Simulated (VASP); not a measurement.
# AlNi in VASP: relaxation of cell and atoms with r2SCAN

Aim: the relaxation of cell and atoms of AlNi with r2SCAN.

Everything below comes from runs of VASP 6.6.1. Logs are shortened: lines on timing, memory, paths and dates and some standing lists are left out, and cuts for length are marked.

## Step 1: The cell of the first run

The typed cell holds 2 atoms: a = 2.841 Å, b = 2.841 Å, c = 2.852 Å, α = 90.00°, β = 90.00°, γ = 89.99°.

## Step 2: Relaxation of cell and atoms, r2SCAN, target pressure 2 GPa, at which the enthalpy is minimised

File POSCAR:

```
AlNi
1.0
    2.0093523492     -2.0091335189      0.0000000000
    2.0093523492      2.0091335189      0.0000000000
    0.0000000000      0.0000000000      2.8515187754
Al Ni
1 1
Direct
    0.0000000000      0.0000000000      0.0000000000
    0.5000000000      0.5000000000      0.5000000000
```

File INCAR.step1:

```
SYSTEM = AlNi
ALGO = Normal
EDIFF = 1E-4
ENCUT = 600
GGA = PE
ISMEAR = 0
LASPH = .TRUE.
LCHARG = .FALSE.
LREAL = .FALSE.
LWAVE = .TRUE.
NELM = 60
PREC = Accurate
SIGMA = 0.1
```

File INCAR.step2:

```
SYSTEM = AlNi
ALGO = Normal
EDIFF = 1E-6
EDIFFG = -0.008
ENCUT = 600
IBRION = 2
ISIF = 3
ISMEAR = 0
ISTART = 1
LASPH = .TRUE.
LCHARG = .FALSE.
LMIXTAU = .TRUE.
LREAL = .FALSE.
LWAVE = .FALSE.
METAGGA = R2SCAN
NELM = 60
NSW = 70
PREC = Accurate
PSTRESS = 20.0
SIGMA = 0.1
```

File KPOINTS:

```
k-points
0
G
  16 16 14
  0 0 0
```

Potentials or basis: VASP PAW PBE potentials, release 64 (Al, Ni).

Run with:

```sh
> cat potpaw_PBE.64/Al/POTCAR potpaw_PBE.64/Ni/POTCAR > POTCAR
> cp INCAR.step1 INCAR
> mpirun -np 1 vasp_std > vasp.out
> cp INCAR.step2 INCAR
> mpirun -np 1 vasp_std > vasp.out
```

OUTCAR:

```text
SYSTEM = AlNi
   EDIFF = 1E-6
   EDIFFG = -0.008
   ENCUT = 600
   IBRION = 2
   ISIF = 3
   ISMEAR = 0
   ISTART = 1
   LASPH = .TRUE.
   LREAL = .FALSE.
   METAGGA = R2SCAN
   NELM = 60
   NSW = 70
   PREC = Accurate
   PSTRESS = 20.0

 ion  position               nearest neighbor table
   1  0.000  0.000  0.000-   2 2.46   2 2.46   2 2.46   2 2.46   2 2.46   2 2.46   2 2.46   2 2.46

   2  0.500  0.500  0.500-   1 2.46   1 2.46   1 2.46   1 2.46   1 2.46   1 2.46   1 2.46   1 2.46

  LATTYP: Found a base centered orthorhombic cell.
 ALAT       =     4.0182670378
 B/A-ratio  =     1.0001089177
 C/A-ratio  =     0.7096389435

  Lattice vectors:

 A1 = (  -2.0093523492,  -2.0091335189,   0.0000000000)
 A2 = (   2.0093523492,  -2.0091335189,   0.0000000000)
 A3 = (   0.0000000000,   0.0000000000,   2.8515187754)

Analysis of symmetry for initial positions (statically):
=====================================================================
 Subroutine PRICEL returns:
 Original cell was already a primitive cell.

 Routine SETGRP: Setting up the symmetry group for a
 base centered orthorhombic supercell.

 Subroutine GETGRP returns: Found  8 space group operations
 (whereof  8 operations were pure point group operations)
 out of a pool of  8 trial point group operations.

The static configuration has the point symmetry D_2h.

Analysis of symmetry for dynamics (positions and initial velocities):
=====================================================================
 Subroutine PRICEL returns:
 Original cell was already a primitive cell.

 Routine SETGRP: Setting up the symmetry group for a
 base centered orthorhombic supercell.

 Subroutine GETGRP returns: Found  8 space group operations
 (whereof  8 operations were pure point group operations)
 out of a pool of  8 trial point group operations.

The dynamic configuration has the point symmetry D_2h.

 Subroutine INISYM returns: Found  8 space group operations
 (whereof  8 operations are pure point group operations),
 and found     1 'primitive' translations

----------------------------------------------------------------------------------------

                                     Primitive cell

  volume of cell :      23.0235

  direct lattice vectors                    reciprocal lattice vectors
     2.009352349 -2.009133519  0.000000000     0.248836398 -0.248863500  0.000000000
     2.009352349  2.009133519  0.000000000     0.248836398  0.248863500  0.000000000
     0.000000000  0.000000000  2.851518775     0.000000000  0.000000000  0.350690309

  length of vectors
     2.841498612  2.841498612  2.851518775     0.351926973  0.351926973  0.350690309

  position of ions in fractional coordinates (direct lattice)
     0.000000000  0.000000000  0.000000000
     0.500000000  0.500000000  0.500000000

  ion indices of the primitive-cell ions
   primitive index   ion index
                 1           1
                 2           2

----------------------------------------------------------------------------------------

 KPOINTS: k-points

Automatic generation of k-mesh.
 Grid dimensions read from file:
 generate k-points for:   16   16   14

 Generating k-lattice:

  Cartesian coordinates                     Fractional coordinates (reciprocal lattice)
     0.015552275 -0.015553969  0.000000000     0.062500000  0.000000000  0.000000000
     0.015552275  0.015553969  0.000000000     0.000000000  0.062500000  0.000000000
     0.000000000  0.000000000  0.025049308     0.000000000  0.000000000  0.071428571

  Length of vectors
     0.021995436  0.021995436  0.025049308

  Shift w.r.t. Gamma in fractional coordinates (k-lattice)
     0.000000000  0.000000000  0.000000000

 Subroutine IBZKPT returns following result:
 ===========================================

 Found    584 irreducible k-points:

 Following reciprocal coordinates:
            Coordinates               Weight
  0.000000  0.000000  0.000000      1.000000
  0.062500 -0.000000  0.000000      4.000000
  0.125000 -0.000000  0.000000      4.000000
  0.187500  0.000000  0.000000      4.000000
  0.250000 -0.000000  0.000000      4.000000
  0.312500 -0.000000  0.000000      4.000000
[... 16 lines left out ...]
 -0.125000  0.062500  0.000000      4.000000
 -0.062500  0.062500  0.000000      2.000000
 [... further k-points ...]
   k-points           NKPTS =    584   k-points in BZ     NKDIM =    584   number of bands    NBANDS=     10
   number of dos      NEDOS =    301   number of ions     NIONS =      2
   total plane-waves  NPLWV =  13824
   dimension x,y,z NGX =    24 NGY =   24 NGZ =   24
   dimension x,y,z NGXF=    48 NGYF=   48 NGZF=   48
   ions per type =               1   1
   NGX,Y,Z   is equivalent  to a cutoff of  14.04, 14.04, 13.99 a.u.
   NGXF,Y,Z  is equivalent  to a cutoff of  28.08, 28.08, 27.98 a.u.
 SYSTEM =  AlNi
   PREC   = accura    normal or accurate (medium, high low for compatibility)
   ISTART =      1    job   : 0-new  1-cont  2-samecut
   ICHARG =      0    charge: 1-file 2-atom 10-const
   ISPIN  =      1    spin polarized calculation?
   LNONCOLLINEAR =      F non collinear calculations
   LSORBIT =      F    spin-orbit coupling
   LASPH  =      T    aspherical Exc in radial PAW
   ENCUT  =  600.0 eV  44.10 Ry    6.64 a.u.   5.68  5.68  5.70*2*pi/ulx,y,z
   NELM   =     60;   NELMIN=  2; NELMDL=  0     # of ELM steps
   EDIFF  = 0.1E-05   stopping-criterion for ELM
   LREAL  =      F    real-space projection
   EDIFFG = -.8E-02   stopping-criterion for IOM
   NSW    =     70    number of steps for IOM
   IBRION =      2    ionic relax: 0-MD 1-quasi-New 2-CG
   NFREE  =      1    steps in history (QN), initial steepest desc. (CG)
   ISIF   =      3    stress and relaxation
   ISYM   =      2    0-nonsym 1-usesym 2-fastsym
   POTIM  = 0.5000    time-step for ionic-motion
   TEBEG  =    0.0;   TEEND  =   0.0 temperature during run
   PSTRESS=   20.0 pullay stress
   NELECT =      13.0000    total number of electrons
   NUPDOWN=      -1.0000    fix difference up-down
   EMIN   =  10.00;   EMAX   =-10.00  energy-range for DOS
   EFERMI =   0.00;   METHOD = LEGACY
   ISMEAR =     0;   SIGMA  =   0.10  broadening in eV -4-tet -1-fermi 0-gaus
   EFERMI_NEDOS =   21; number of points for ismear=-14 and -15
   IALGO  =     38    algorithm
   IMIX   =      4    mixing-type and parameters
     AMIX     =   0.40;   BMIX     =  1.00
     AMIX_MAG =   1.60;   BMIX_MAG =  1.00
  volume/ion in A,a.u.               =      11.51        77.69
  Fermi-wavevector in a.u.,A,eV,Ry     =   1.353107  2.557002 24.910898  1.830899
  Thomas-Fermi vector in A             =   2.480390
   LORBIT       =      0    0 simple, 1 ext, 2 COOP (PROOUT), +10 PAW based schemes
   METAGGA = R2SCAN    functional components
   LHFCALC =     F    Hartree Fock is set to
   AEXX    =    0.0000 exact exchange contribution
   IVDW    =     0    specifies the selected vdW correction
   LEPSILON=     F    determine dielectric tensor
   LRPA    =     F    only Hartree local field effects (RPA)
 conjugate gradient relaxation of ions
 non-spin polarized calculation
 Gauss-broadening in eV      SIGMA  =   0.10
  energy-cutoff  :      600.00
  volume of cell :       23.02
 maximum number of plane-waves:       796
   NGX = 11   NGY = 11   NGZ = 11

--------------------------------------- Ionic step        1  -------------------------------------------

 number of electron      13.0000001 magnetization

 Free energy of the ion-electron system (eV)
  ---------------------------------------------------
  ext. energy  EPLUGINS =         0.00000000
  ---------------------------------------------------
  free energy    TOTEN  =       -20.06669512 eV

  energy without entropy =      -20.06316437  energy(sigma->0) =      -20.06492975

------------------------ aborting loop because EDIFF is reached ----------------------------------------

  FORCE on cell =-STRESS in cart. coord.  units (eV):
  Direction    XX          YY          ZZ          XY          YZ          ZX
  --------------------------------------------------------------------------------------
  -------------------------------------------------------------------------------------
  Total        0.4651494      0.4696430      0.4576388     -0.0000000      0.0000000      0.0000000
  in kB       32.3691957     32.6818984     31.8465425     -0.0000000      0.0000000      0.0000000
  external PRESSURE =      12.2992122 kB  Pullay stress =      20.0000000 kB
[... 61 lines left out ...]
  enthalpy is  TOTEN    =       -19.7793567946 eV   P V=        0.2910939787

--------------------------------------- Ionic step        3  -------------------------------------------

 number of electron      13.0000005 magnetization

 Free energy of the ion-electron system (eV)
  ---------------------------------------------------
  ext. energy  EPLUGINS =         0.00000000
  ---------------------------------------------------
  free energy    TOTEN  =       -20.06914670 eV

  energy without entropy =      -20.06560639  energy(sigma->0) =      -20.06737655

 E-fermi :  10.2925     XC(G=0): -13.1793

 val. band max:       10.2882510081   @ k =   0.2500   0.0625   0.3571
 cond. band min:      10.3100076203   @ k =  -0.4375   0.2500   0.4286
 fundamental gap:      0.0217566122
 Fermi energy:        10.2924969817

 k-point     1 :       0.0000    0.0000    0.0000
  band No.  band energies     occupation
      1      -1.6465      2.00000
      2       6.8039      2.00000
      3       6.8073      2.00000
      4       8.6373      2.00000
      5       8.6375      2.00000
      6       8.6447      2.00000
      7      16.2527      0.00000
      8      16.3852      0.00000
      9      16.3856      0.00000
     10      18.7913      0.00000
[... 287 lines left out ...]
 k-point    24 :      -0.0625    0.0625    0.0000
  band No.  band energies     occupation
      1      -1.4913      2.00000
      2       6.8097      2.00000
      3       6.8292      2.00000
      4       8.5756      2.00000
      5       8.5985      2.00000
      6       8.6154      2.00000
      7      15.3695      0.00000
      8      15.7864      0.00000
      9      16.4566      0.00000
     10      19.2405      0.00000

 [... further k-points ...]
[... 5 lines left out ...]
  --------------------------------------------------------------------------------------
  -------------------------------------------------------------------------------------
  Total        0.2845696      0.2867764      0.2793705     -0.0000000      0.0000000      0.0000000
  in kB       19.6747018     19.8272768     19.3152454     -0.0000000      0.0000000      0.0000000
  external PRESSURE =      -0.3942586 kB  Pullay stress =      20.0000000 kB
[... 17 lines left out ...]
  FREE ENERGIE OF THE ION-ELECTRON SYSTEM (eV)
  ---------------------------------------------------
  free  energy   TOTEN  =       -20.0691466984 eV

  energy  without entropy=      -20.0656063936  energy(sigma->0) =      -20.06737655

  enthalpy is  TOTEN    =       -19.7798720927 eV   P V=        0.2892746058

 reached required accuracy - stopping structural energy minimisation
```

It took 19 min on 1 thread of Oxide Virtual Turin-like, shared host; peak memory 0.29 GiB.

What came out:

| Quantity | Value |
| --- | --- |
| Free energy | -20.0691 eV |
| Relaxed volume | 11.59 Å³/atom |
| Relaxed cell | a = 2.848 Å, b = 2.848 Å, c = 2.857 Å, α = 90.00°, β = 90.00°, γ = 90.00° |
| Space group after relaxing (to 0.1 Å) | Pm-3m (No. 221) |
| Energy change on relaxing (the run minimises the enthalpy) | -1.2 meV/atom |
| Ionic steps | 3 |
| Pressure after relaxing | 2.0 GPa |
| Band gap on the k mesh | zero (an odd number of electrons rules out a gap without spin polarisation) |

Step by step:
```tsv
step	energy change (eV)	largest force (eV/Å)	pressure (GPa)	volume (Å³)
1	0.0000	0.0000	3.23	23.02
2	-0.0038	0.0000	0.92	23.32
3	-0.0025	0.0000	1.96	23.17
```

Final structure:
```
Al Ni
1.0
     2.01373   -2.01362    0.00000
     2.01373    2.01362    0.00000
     0.00000    0.00000    2.85747
Al Ni
1 1
Direct
  0.00000 0.00000 0.00000
  0.50000 0.50000 0.50000
```

Levels at points of the mesh, in eV from the Fermi level:
| k point | band 5 | band 6 | band 7 | band 8 | band 9 | band 10 |
| --- | --- | --- | --- | --- | --- | --- |
| (0.00, 0.00, 0.00) | -1.65 | -1.65 | 5.96 | 6.09 | 6.09 | 8.50 |
| (0.50, 0.00, 0.00) | -2.40 | -1.56 | -0.64 | 8.69 | 10.65 | 10.78 |
| (0.50, 0.50, 0.00) | -2.25 | -2.25 | -1.05 | 1.68 | 2.90 | 13.61 |
| (0.00, 0.00, 0.50) | -2.40 | -1.55 | -0.66 | 8.70 | 10.76 | 10.76 |
| (0.50, 0.00, 0.50) | -2.23 | -2.23 | -1.06 | 1.65 | 2.87 | 13.70 |
| (0.50, 0.50, 0.50) | -1.02 | 2.02 | 2.03 | 2.03 | 4.78 | 4.78 |

Caveat: the cell is relaxed towards a set pressure, so the run minimises the enthalpy, not the energy; the PAW data sets were made with another functional, which shifts forces and pressure a little. Spin polarisation is off, so any magnetic state and its effect on volume and gap are missing.

The gap in the log of VASP goes by the Fermi energy; the results here count the filled bands.